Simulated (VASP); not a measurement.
# Ga4N (P4/mmm) in VASP: density of states with PBE

Aim: the density of states of Ga4N with PBE.

Program: VASP 6.6.1. These are calculated values, not measurements. Logs are shortened: lines on timing, memory, paths and dates and some standing lists are left out, and cuts for length are marked.

### 1 The cell of the first run

It takes space group P4/mmm (No. 123, tetragonal). Conventional cell: a = 3.783 Å, b = 3.783 Å, c = 5.919 Å, α = 90.00°, β = 90.00°, γ = 90.00°. Within 3.2 Å of Ga (site symmetry 2mm) lie 2 N at 2.44 Å and 6 Ga at 2.68 to 3.09 Å. Within 3.2 Å of N (site symmetry 4/mmm) lie 8 Ga at 2.44 Å.

### 2 Density of states, PBE

POSCAR

```
Ga4N
1.0
    3.7830426942      0.0000000000      0.0000000000
    0.0000000000      3.7830426942      0.0000000000
    0.0000000000      0.0000000000      5.9185150844
Ga N
4 1
Direct
    0.5000000000      0.0000000000      0.2610918653
    0.0000000000      0.5000000000      0.7389081347
    0.5000000000      0.0000000000      0.7389081347
    0.0000000000      0.5000000000      0.2610918653
    0.0000000000      0.0000000000      0.0000000000
```

INCAR.step1

```
  ALGO = Normal
  EDIFF = 1E-7
  ENCUT = 520
  GGA = PE
  ISIF = 2
  ISMEAR = 0
  LASPH = T
  LCHARG = T
  LREAL = F
  LWAVE = F
  NBANDS = 36
  NELM = 80
  PREC = Accurate
  SIGMA = 0.1
```

KPOINTS.step1

```
k-points
0
Gamma
  10 10 6
```

INCAR.step2

```
  ALGO = Normal
  EDIFF = 1E-7
  ENCUT = 520
  GGA = PE
  ICHARG = 11
  ISIF = 2
  ISMEAR = -5
  LASPH = T
  LCHARG = F
  LORBIT = 11
  LREAL = F
  LWAVE = F
  NBANDS = 36
  NEDOS = 1001
  NELM = 80
  PREC = Accurate
  SIGMA = 0.1
```

KPOINTS.step2

```
k-points
0
Gamma
  15 15 9
```

Potentials or basis: VASP PAW PBE potentials, release 64 (Ga_d, N).

Started as:

```sh
cat potpaw_PBE.64/Ga_d/POTCAR potpaw_PBE.64/N/POTCAR > POTCAR
cp INCAR.step1 INCAR
cp KPOINTS.step1 KPOINTS
mpirun -np 1 vasp_std > vasp.out
cp INCAR.step2 INCAR
cp KPOINTS.step2 KPOINTS
mpirun -np 1 vasp_std > vasp.out
```

OUTCAR:

```text
EDIFF = 1E-7
   ENCUT = 520
   GGA = PE
   ICHARG = 11
   ISIF = 2
   ISMEAR = -5
   LASPH = T
   LORBIT = 11
   LREAL = F
   NELM = 80
   PREC = Accurate

 ion  position               nearest neighbor table
   1  0.500  0.000  0.261-   4 2.68   4 2.68   4 2.68   4 2.68   3 2.83
   2  0.000  0.500  0.739-   3 2.68   3 2.68   3 2.68   3 2.68   4 2.83
   3  0.500  0.000  0.739-   2 2.68   2 2.68   2 2.68   2 2.68   1 2.83
   4  0.000  0.500  0.261-   1 2.68   1 2.68   1 2.68   1 2.68   2 2.83
   5  0.000  0.000  0.000-

  LATTYP: Found a simple tetragonal cell.
 ALAT       =     3.7830426942
 C/A-ratio  =     1.5644854057

  Lattice vectors:

 A1 = (   3.7830426942,   0.0000000000,   0.0000000000)
 A2 = (   0.0000000000,   3.7830426942,   0.0000000000)
 A3 = (   0.0000000000,   0.0000000000,   5.9185150844)

Analysis of symmetry for initial positions (statically):
=====================================================================
 Subroutine PRICEL returns:
 Original cell was already a primitive cell.

 Routine SETGRP: Setting up the symmetry group for a
 simple tetragonal supercell.

 Subroutine GETGRP returns: Found 16 space group operations
 (whereof 16 operations were pure point group operations)
 out of a pool of 16 trial point group operations.

The static configuration has the point symmetry D_4h.

Analysis of symmetry for dynamics (positions and initial velocities):
=====================================================================
 Subroutine PRICEL returns:
 Original cell was already a primitive cell.

 Routine SETGRP: Setting up the symmetry group for a
 simple tetragonal supercell.

 Subroutine GETGRP returns: Found 16 space group operations
 (whereof 16 operations were pure point group operations)
 out of a pool of 16 trial point group operations.

The dynamic configuration has the point symmetry D_4h.

 Subroutine INISYM returns: Found 16 space group operations
 (whereof 16 operations are pure point group operations),
 and found     1 'primitive' translations

----------------------------------------------------------------------------------------

                                     Primitive cell

  volume of cell :      84.7023

  direct lattice vectors                    reciprocal lattice vectors
     3.783042694  0.000000000  0.000000000     0.264337487  0.000000000  0.000000000
     0.000000000  3.783042694  0.000000000     0.000000000  0.264337487  0.000000000
     0.000000000  0.000000000  5.918515084     0.000000000  0.000000000  0.168961300

  length of vectors
     3.783042694  3.783042694  5.918515084     0.264337487  0.264337487  0.168961300

  position of ions in fractional coordinates (direct lattice)
     0.500000000  0.000000000  0.261091865
     0.000000000  0.500000000  0.738908135
     0.500000000  0.000000000  0.738908135
     0.000000000  0.500000000  0.261091865
     0.000000000  0.000000000  0.000000000

  ion indices of the primitive-cell ions
   primitive index   ion index
                 1           1
                 2           2
                 3           3
                 4           4
                 5           5

----------------------------------------------------------------------------------------

 KPOINTS: k-points

Automatic generation of k-mesh.
 Grid dimensions read from file:
 generate k-points for:   15   15    9

 Generating k-lattice:

  Cartesian coordinates                     Fractional coordinates (reciprocal lattice)
     0.017622499  0.000000000  0.000000000     0.066666667  0.000000000  0.000000000
     0.000000000  0.017622499  0.000000000     0.000000000  0.066666667  0.000000000
     0.000000000  0.000000000  0.018773478     0.000000000  0.000000000  0.111111111

  Length of vectors
     0.017622499  0.017622499  0.018773478

  Shift w.r.t. Gamma in fractional coordinates (k-lattice)
     0.000000000  0.000000000  0.000000000

 TETIRR: Found   3013 inequivalent tetrahedra from    12150

 Subroutine IBZKPT returns following result:
 ===========================================

 Found    180 irreducible k-points:

 Following reciprocal coordinates:
            Coordinates               Weight
  0.000000  0.000000  0.000000      1.000000
  0.066667  0.000000  0.000000      4.000000
  0.133333  0.000000  0.000000      4.000000
  0.200000  0.000000  0.000000      4.000000
  0.266667  0.000000  0.000000      4.000000
  0.333333  0.000000  0.000000      4.000000
[... 16 lines left out ...]
  0.266667  0.200000  0.000000      8.000000
  0.333333  0.200000  0.000000      8.000000
 [... further k-points ...]
   k-points           NKPTS =    180   k-points in BZ     NKDIM =    180   number of bands    NBANDS=     36
   number of dos      NEDOS =   1001   number of ions     NIONS =      5
   total plane-waves  NPLWV =  37632
   dimension x,y,z NGX =    28 NGY =   28 NGZ =   48
   dimension x,y,z NGXF=    56 NGYF=   56 NGZF=   96
   ions per type =               4   1
   NGX,Y,Z   is equivalent  to a cutoff of  12.30, 12.30, 13.48 a.u.
   NGXF,Y,Z  is equivalent  to a cutoff of  24.61, 24.61, 26.97 a.u.
 SYSTEM =  unknown system
   PREC   = accura    normal or accurate (medium, high low for compatibility)
   ISTART =      0    job   : 0-new  1-cont  2-samecut
   ICHARG =     11    charge: 1-file 2-atom 10-const
   ISPIN  =      1    spin polarized calculation?
   LNONCOLLINEAR =      F non collinear calculations
   LSORBIT =      F    spin-orbit coupling
   LASPH  =      T    aspherical Exc in radial PAW
   ENCUT  =  520.0 eV  38.22 Ry    6.18 a.u.   7.03  7.03 11.00*2*pi/ulx,y,z
   NELM   =     80;   NELMIN=  2; NELMDL=  0     # of ELM steps
   EDIFF  = 0.1E-06   stopping-criterion for ELM
   LREAL  =      F    real-space projection
   EDIFFG = 0.1E-05   stopping-criterion for IOM
   NSW    =      0    number of steps for IOM
   IBRION =     -1    ionic relax: 0-MD 1-quasi-New 2-CG
   NFREE  =      0    steps in history (QN), initial steepest desc. (CG)
   ISIF   =      2    stress and relaxation
   ISYM   =      2    0-nonsym 1-usesym 2-fastsym
   POTIM  = 0.5000    time-step for ionic-motion
   TEBEG  =    0.0;   TEEND  =   0.0 temperature during run
   PSTRESS=    0.0 pullay stress
   NELECT =      57.0000    total number of electrons
   NUPDOWN=      -1.0000    fix difference up-down
   EMIN   =  10.00;   EMAX   =-10.00  energy-range for DOS
   EFERMI =   0.00;   METHOD = LEGACY
   ISMEAR =    -5;   SIGMA  =   0.10  broadening in eV -4-tet -1-fermi 0-gaus
   EFERMI_NEDOS =   21; number of points for ismear=-14 and -15
   IALGO  =     38    algorithm
   IMIX   =      4    mixing-type and parameters
     AMIX     =   0.40;   BMIX     =  1.00
     AMIX_MAG =   1.60;   BMIX_MAG =  1.00
  volume/ion in A,a.u.               =      16.94       114.32
  Fermi-wavevector in a.u.,A,eV,Ry     =   1.434613  2.711025 28.002339  2.058114
  Thomas-Fermi vector in A             =   2.554002
   LORBIT       =     11    0 simple, 1 ext, 2 COOP (PROOUT), +10 PAW based schemes
   GGA     = PE    functional components
   LHFCALC =     F    Hartree Fock is set to
   AEXX    =    0.0000 exact exchange contribution
   IVDW    =     0    specifies the selected vdW correction
   LEPSILON=     F    determine dielectric tensor
   LRPA    =     F    only Hartree local field effects (RPA)
 non-spin polarized calculation
 Fermi weights with tetrahedron method with Bloechl corrections
  energy-cutoff  :      520.00
  volume of cell :       84.70
 maximum number of plane-waves:      2294

 number of electron      57.0000032 magnetization

 Free energy of the ion-electron system (eV)
  ---------------------------------------------------
  ext. energy  EPLUGINS =         0.00000000
  ---------------------------------------------------
  free energy    TOTEN  =       -17.76207974 eV

  energy without entropy =      -17.76207974  energy(sigma->0) =      -17.76207974

 E-fermi :   5.2980     XC(G=0): -10.9056

 val. band max:        5.3671150872   @ k =   0.3333   0.0667   0.0000
 cond. band min:       5.2402694382   @ k =   0.2667   0.1333   0.3333
 fundamental gap:     -0.1268456490
 Fermi energy:         5.2979653260

 k-point     1 :       0.0000    0.0000    0.0000
  band No.  band energies     occupation
      1     -10.2189      2.00000
      2     -10.0185      2.00000
      3      -9.9969      2.00000
      4      -9.9211      2.00000
      5      -9.8802      2.00000
      6      -9.7966      2.00000
[... 28 lines left out ...]
     35      10.8477      0.00000
     36      11.7313      0.00000

 k-point     2 :       0.0667    0.0000    0.0000
  band No.  band energies     occupation
      1     -10.2142      2.00000
      2     -10.0120      2.00000
      3      -9.9904      2.00000
      4      -9.9177      2.00000
      5      -9.8744      2.00000
      6      -9.7975      2.00000
[... 28 lines left out ...]
     35      11.0942      0.00000
     36      11.8496      0.00000

 k-point     3 :       0.1333    0.0000    0.0000
  band No.  band energies     occupation
      1     -10.2017      2.00000
      2      -9.9926      2.00000
      3      -9.9710      2.00000
      4      -9.9077      2.00000
      5      -9.8576      2.00000
      6      -9.7983      2.00000
[... 28 lines left out ...]
     35      11.7428      0.00000
     36      12.2057      0.00000
[... 742 lines left out ...]
 k-point    23 :       0.2667    0.2000    0.0000
  band No.  band energies     occupation
      1     -10.1844      2.00000
      2      -9.9413      2.00000
      3      -9.8980      2.00000
      4      -9.7974      2.00000
      5      -9.7898      2.00000
      6      -9.7561      2.00000
[... 28 lines left out ...]
     35      11.0943      0.00000
     36      12.4303      0.00000

 k-point    24 :       0.3333    0.2000    0.0000
  band No.  band energies     occupation
      1     -10.1884      2.00000
      2      -9.9199      2.00000
      3      -9.8686      2.00000
      4      -9.7718      2.00000
      5      -9.7611      2.00000
      6      -9.7552      2.00000
[... 28 lines left out ...]
     35      11.7130      0.00000
     36      12.0801      0.00000

 [... further k-points ...]
[... 5 lines left out ...]
  --------------------------------------------------------------------------------------
  -------------------------------------------------------------------------------------
  Total        0.0467326      0.0467326     -0.0190106      0.0000000      0.0000000      0.0000000
  in kB        0.8839653      0.8839653     -0.3595935      0.0000000      0.0000000      0.0000000
  external PRESSURE =       0.4694457 kB  Pullay stress =       0.0000000 kB

 VOLUME and BASIS-vectors are now :
 -----------------------------------------------------------------------------
  energy-cutoff  :      520.00
  volume of cell :       84.70
      direct lattice vectors                 reciprocal lattice vectors
     3.783042694  0.000000000  0.000000000     0.264337487  0.000000000  0.000000000
     0.000000000  3.783042694  0.000000000     0.000000000  0.264337487  0.000000000
     0.000000000  0.000000000  5.918515084     0.000000000  0.000000000  0.168961300

 POSITION                                       TOTAL-FORCE (eV/Angst)
 -----------------------------------------------------------------------------------
      1.89152      0.00000      1.54528         0.000000      0.000000     -0.005978
      0.00000      1.89152      4.37324         0.000000     -0.000000      0.005978
      1.89152      0.00000      4.37324        -0.000000     -0.000000      0.005978
      0.00000      1.89152      1.54528        -0.000000      0.000000     -0.005978
      0.00000      0.00000      0.00000         0.000000      0.000000      0.000000
 -----------------------------------------------------------------------------------
    total drift:                                0.000000     -0.000000      0.000000

  FREE ENERGIE OF THE ION-ELECTRON SYSTEM (eV)
  ---------------------------------------------------
  free  energy   TOTEN  =       -17.7620797367 eV

  energy  without entropy=      -17.7620797367  energy(sigma->0) =      -17.76207974

 total charge

# of ion       s       p       d       tot
------------------------------------------
    1        1.008   0.565   9.970  11.543
    2        1.008   0.565   9.970  11.543
    3        1.008   0.565   9.970  11.543
    4        1.008   0.565   9.970  11.543
    5        1.346   2.141   0.000   3.487
--------------------------------------------------
tot          5.376   4.402  39.880  49.657
```

It took 4.6 min on 1 thread of AMD EPYC 9R45 (Zen 5), shared host; peak memory 0.45 GiB.

Results:

```yaml
Valence_electrons_inside_the_program's_atomic_spheres: Ga 11.54; N 3.49
```

Caveat: tetrahedron occupations give inexact forces and stress in metals.
